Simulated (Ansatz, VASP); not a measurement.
## AlN: VASP beside Ansatz

File POSCAR:

```
AlN
1.0
    3.1130000000      0.0000000000      0.0000000000
   -1.5565000000      2.6959370820      0.0000000000
    0.0000000000      0.0000000000      4.9810000000
Al N
2 2
Direct
    0.6666666667      0.3333333333      0.5000000000
    0.3333333333      0.6666666667      0.0000000000
    0.6666666667      0.3333333333      0.8800000000
    0.3333333333      0.6666666667      0.3800000000
```

INCAR.step1

```
ALGO = Normal ; EDIFF = 1E-5
ENCUT = 520 ; GGA = PE
ISIF = 2 ; ISMEAR = -1
LASPH = T ; LCHARG = F
LREAL = F ; LWAVE = T
NBANDS = 16 ; NELM = 80
PREC = Accurate ; SIGMA = 0.05
```

Contents of INCAR.step2:

```
AEXX = 0.5 ; ALGO = Normal
EDIFF = 1E-6 ; ENCUT = 520
ISIF = 2 ; ISMEAR = -1
ISTART = 1 ; LASPH = T
LCHARG = F ; LHFCALC = T
LMIXTAU = T ; LREAL = F
LWAVE = F ; METAGGA = R2SCAN
NBANDS = 16 ; NELM = 80
PREC = Accurate ; PRECFOCK = Normal
SIGMA = 0.05
```

KPOINTS

```
k-points
0
Gamma
  5 5 3
```

File input.yaml:

```yaml
crystal:
  lattice:
    - [3.113, 0.0, 0.0]
    - [-1.5565, 2.695937082, 0.0]
    - [0.0, 0.0, 4.981]
  atoms:
    - { symbol: Al, position: [0.6666666667, 0.3333333333, 0.5] }
    - { symbol: Al, position: [0.3333333333, 0.6666666667, 0.0] }
    - { symbol: "N", position: [0.6666666667, 0.3333333333, 0.88] }
    - { symbol: "N", position: [0.3333333333, 0.6666666667, 0.38] }
hamiltonian:
  xc: r2scan50
  pseudopotentials: { kind: paw }
kpoints:
  mp_grid: { grid: [5, 5, 3] }
  band_path:
    path:
      - [[0.0, 0.0, 0.0], [0.5, 0.0, 0.0], [0.3333333333, 0.3333333333, 0.0], [0.0, 0.0, 0.0], [0.0, 0.0, 0.5], [0.5, 0.0, 0.5], [0.3333333333, 0.3333333333, 0.5], [0.0, 0.0, 0.5]]
      - [[0.5, 0.0, 0.5], [0.5, 0.0, 0.0]]
      - [[0.3333333333, 0.3333333333, 0.0], [0.3333333333, 0.3333333333, 0.5]]
    npoints: 4
scf:
  occupations: { method: fermi_dirac, width: 0.05 }
  n_extra_bands: 10
output:
  forces: true
  stress: true
  eigenvalues: true
  fatbands: false
```

Alike in both runs: functional r2SCAN50; k mesh 5 × 5 × 3; occupations fermi-dirac, width 0.05 eV; no spin polarisation.

|  | VASP | Ansatz |
| --- | --- | --- |
| version | VASP 6.6.1 | Ansatz 0.2.0 |
| potentials or method | VASP PAW PBE potentials, release 64 (Al, N) | Ansatz PAW |
| plane-wave cutoff (eV) | 520 | 500 |
| valence electrons in the cell | 16 | 16 |
| task | single point | band structure |

```tsv
	VASP	Ansatz	Ansatz less VASP
gap on the k mesh at the Fermi level (eV)	8.65	8.65	+0.006
least direct gap on the mesh (eV)	8.65	8.65	+0.006
pressure (GPa)	-7.6	-7.4	+0.22
traceless stress, the component that is largest in VASP (GPa)	1.15	0.96	-0.193
rms of the force components (eV/Å)	0.070	0.074	+0.0033
```

VASP's potentials were made for PBE, not for r2SCAN50. Atom by atom the forces differ by 0.003 eV/Å (rms over components).

The k mesh is coarse, so the values compare programs but aren't converged.
